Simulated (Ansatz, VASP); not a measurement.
ZrB in VASP and in Ansatz

```
CELL_PARAMETERS angstrom
0.00000 2.41568 2.41568
2.41568 0.00000 2.41568
2.41568 2.41568 0.00000
ATOMIC_POSITIONS crystal
Zr 0.00000 0.00000 0.00000
B 0.50000 0.50000 0.50000
```

Alike in both runs: functional LDA; k mesh 8 × 8 × 8; occupations gaussian, width 0.1 eV; no spin polarisation.

Ansatz relaxed the structure, and its values are those at the end. VASP's run is a single point on that final structure, the one shown.

```csv
,VASP,Ansatz
version,VASP 6.6.1,Ansatz 0.2.0
potentials or method,"VASP PAW LDA potentials, release 64 (Zr_sv, B), cutoff 500 eV","scalar-relativistic, plane waves, PAW"
valence electrons in the cell,15,15
```

Ansatz gave:

* gap on the k mesh at the Fermi level (eV): none
* pressure (GPa): 0.0

Estimate VASP's values.

gap on the k mesh at the Fermi level (eV): none; pressure (GPa): 0.4.

LDA's correlation is that of Perdew and Zunger in VASP and of Perdew and Wang (1992) in Ansatz. A gap of «none» marks a metal or a gap that the smearing closes.
